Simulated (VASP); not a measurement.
Wanted: the native input for a VASP 6.6.1 run.

* Task: single point
* Functional: LDA
* Potentials or basis: VASP PAW LDA potentials, release 64 (C_h)
* Cutoff: 1300 eV
* k mesh: 10 × 10 × 10
* Occupations: gaussian, width 0.1 eV
* Spin: no spin polarisation
* Dipole correction: no
* Further INCAR settings: ALGO = Normal; EDIFF = 1e-06; NBANDS = 11

The structure of C lies in POSCAR:

```
C
1.0
    0.0000000000      1.7660495912      1.7660495912
    1.7660495912      0.0000000000      1.7660495912
    1.7660495912      1.7660495912      0.0000000000
C
2
Direct
    0.5000000000      0.5000000000      0.5000000000
    0.7500000000      0.7500000000      0.7500000000
```

These files were run (other wordings do the same):

INCAR

```
ALGO     = Normal         # electronic algorithm
EDIFF    = 1E-6           # SCF threshold, eV
ENCUT    = 1300           # plane-wave cutoff, eV
GGA_COMPAT= False        
ISIF     = 2              # what is computed and relaxed
ISMEAR   = 0              # smearing method
LASPH    = True           # aspherical terms in the spheres
LCHARG   = True           # write CHGCAR
LELF     = True           # ELF
LREAL    = False          # projectors in reciprocal space
LVHAR    = True         
LWAVE    = False          # write WAVECAR
NBANDS   = 11             # bands
NELM     = 120            # most SCF steps
PREC     = Accurate       # precision mode
SIGMA    = 0.1            # smearing width, eV
```

KPOINTS

```
k-points
0
Gamma
  10 10 10
```

Potentials or basis: VASP PAW LDA potentials, release 64 (C_h).

The run is started by

```console
$ cat potpaw_LDA.64/C_h/POTCAR > POTCAR
$ mpirun -np 1 vasp_std > vasp.out
```

It gave:

```
Pressure               : 0.8 GPa
Band gap on the k mesh : 4.20 eV (least direct gap 5.63 eV)
```

Run time: 11 s on 1 thread of Intel(R) Xeon(R) Platinum 8488C (Sapphire Rapids), with other jobs on the host, peak memory 0.14 GiB.
